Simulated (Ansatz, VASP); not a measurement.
# WS2: VASP beside Ansatz

File INCAR:

```
PREC = Accurate
ENCUT = 520
EDIFF = 1E-6
ISMEAR = -1
SIGMA = 0.05
LREAL = F
LASPH = T
NELM = 80
ALGO = Normal
ISIF = 2
LWAVE = F
LCHARG = F
GGA = PE
NBANDS = 20
```

File KPOINTS:

```
Automatic mesh
0
Gamma
  10 10 2
```

File POSCAR:

```
WS2
1.0
    3.1185283984      0.0000000000      0.0000000000
   -1.5592641992      2.7007248154      0.0000000000
    0.0000000000      0.0000000000     16.6045506357
W S
1 2
Direct
    0.0000000000      0.0000000000      0.0000000000
    0.3333333333      0.6666666667      0.0920005100
    0.3333333333      0.6666666667      0.9079994900
```

input.yaml

```yaml
crystal:
  lattice:
    - [3.1185283984, 0.0, 0.0]
    - [-1.5592641992, 2.7007248154, 0.0]
    - [0.0, 0.0, 16.6045506357]
  atoms:
    - { symbol: W, position: [0.0, 0.0, 0.0] }
    - { symbol: S, position: [0.3333333333, 0.6666666667, 0.09200051] }
    - { symbol: S, position: [0.3333333333, 0.6666666667, 0.90799949] }
kpoints:
  mp_grid: { grid: [10, 10, 2] }
scf:
  occupations: { method: fermi_dirac, width: 0.05 }
hamiltonian:
  xc: pbe
  pseudopotentials: { kind: all_electron, lapw: { basis_error: 0.001 } }
output:
  forces: true
  stress: true
  eigenvalues: true
```

Change from the starting cell: volume scaled by 0.94.

Alike in both runs: task single point; functional PBE; k mesh 10 × 10 × 2; occupations fermi-dirac, width 0.05 eV; no spin polarisation.

|  | VASP | Ansatz |
| --- | --- | --- |
| version | VASP 6.6.1 | Ansatz 0.2.0 |
| potentials or method | VASP PAW PBE potentials, release 64 (W_sv, S), cutoff 520 eV | all-electron LAPW, scalar-relativistic |

```csv
,VASP,Ansatz,Ansatz less VASP
gap on the k mesh at the Fermi level (eV),2.19,2.18,-0.011
least direct gap on the mesh (eV),2.34,2.34,-0.004
rms of the force components (eV/Å),0.702,0.701,-0.0011
```

Atom by atom the forces differ by 0.001 eV/Å (rms over components). Ansatz ran all-electron here, and VASP with PAW potentials.

Neither program's run includes spin-orbit coupling.
